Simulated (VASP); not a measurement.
Here is a VASP 6.6.1 calculation.

Contents of INCAR:

```
SYSTEM = Si2W
  ALGO = Normal
  EDIFF = 1E-6
  EDIFFG = -0.01
  ENCUT = 600
  GGA = PS
  IBRION = 2
  ISIF = 3
  ISMEAR = -1
  LASPH = .True.
  LCHARG = .False.
  LREAL = .False.
  LWAVE = .False.
  NELM = 60
  NSW = 80
  PREC = Accurate
  PSTRESS = 50.0
  SIGMA = 0.05
```

KPOINTS

```
k-points
0
Gamma
  12 12 12
  0 0 0
```

POSCAR

```
Si2W
1.0
   -1.6069000000      1.6069000000      3.9149500000
    1.6069000000     -1.6069000000      3.9149500000
    1.6069000000      1.6069000000     -3.9149500000
W Si
1 2
Direct
    0.0000000000      0.0000000000      0.0000000000
    0.6653000000      0.6653000000      0.0000000000
    0.3347000000      0.3347000000      0.0000000000
```

Potentials or basis: VASP PAW PBE potentials, release 64 (W_sv, Si).

Run with:

```bash
$ cat potpaw_PBE.64/W_sv/POTCAR potpaw_PBE.64/Si/POTCAR > POTCAR
$ mpirun -np 1 vasp_std > vasp.out
```

(1) What does it give for the band gap on the k mesh?

(2) Estimate the relaxed volume.

(3) What does it give for the space group after relaxing (to 0.1 Å)?

(4) What does it give for the relaxed cell?

Answers

(1) zero (bands 11 and 12 overlap by 1.39 eV).

(2) 13.11 Å³/atom.

(3) I4/mmm (No. 139).

(4) a = 4.490 Å, b = 4.490 Å, c = 4.490 Å, α = 138.52°, β = 138.52°, γ = 60.11°.

Caveat: the cell is relaxed towards a set pressure, so the run minimises the enthalpy, not the energy; the PAW data sets were made with another functional, which shifts forces and pressure a little; spin-orbit coupling is left out, which moves the levels of the heavy elements.
